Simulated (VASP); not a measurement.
Set up this calculation in VASP 6.6.1, as the native input.

| Property | Result |
| --- | --- |
| Task | relaxation of shape and atoms at fixed volume |
| Functional | PBE |
| Potentials or basis | VASP PAW PBE potentials, release 64 (Sc_sv) |
| Cutoff | 600 eV |
| k mesh | 8 × 8 × 11 |
| Occupations | fermi-dirac, width 0.05 eV |
| Spin | no spin polarisation |
| Dipole correction | no |
| Further INCAR settings | ALGO = Normal; EDIFF = 1e-06; IBRION = 2; EDIFFG = -0.005; NSW = 50; ISIF = 4 |

The structure of Sc lies in POSCAR:

```
Sc
1.0
    4.6749150002      0.0000000000      0.0000000000
   -2.3374575001      4.0485951507      0.0000000000
    0.0000000000      0.0000000000      2.9497030934
Sc
3
Direct
    0.0000000000      0.0000000000      0.0000000000
    0.3333333333      0.6666666667      0.5000000000
    0.6666666667      0.3333333333      0.5000000000
```

This isn't the form of Sc at room conditions, which is hcp.

The input as run:

INCAR

```
SYSTEM = Sc
PREC = Accurate
ENCUT = 600
EDIFF = 1E-6
ISMEAR = -1
SIGMA = 0.05
LREAL = .False.
LASPH = .True.
NELM = 80
ALGO = Normal
ISIF = 4
LWAVE = .False.
LCHARG = .False.
GGA = PE
IBRION = 2
NSW = 50
EDIFFG = -0.005
```

KPOINTS

```
Automatic mesh
0
Gamma
  8 8 11
  0 0 0
```

Potentials or basis: VASP PAW PBE potentials, release 64 (Sc_sv).

Launch:

```sh
$ cat potpaw_PBE.64/Sc_sv/POTCAR > POTCAR
$ mpirun -np 1 vasp_std > vasp.out
```

It gave:

* Energy gained by relaxing: 0.8 meV/atom
* Ionic steps: 5
* Pressure after relaxing: 22.5 GPa
* Band gap on the k mesh: zero (an odd number of electrons rules out a gap without spin polarisation)

Run time: 6.1 min on 1 thread of Oxide Virtual Turin-like Processor (shared host), peak memory 0.2 GiB.
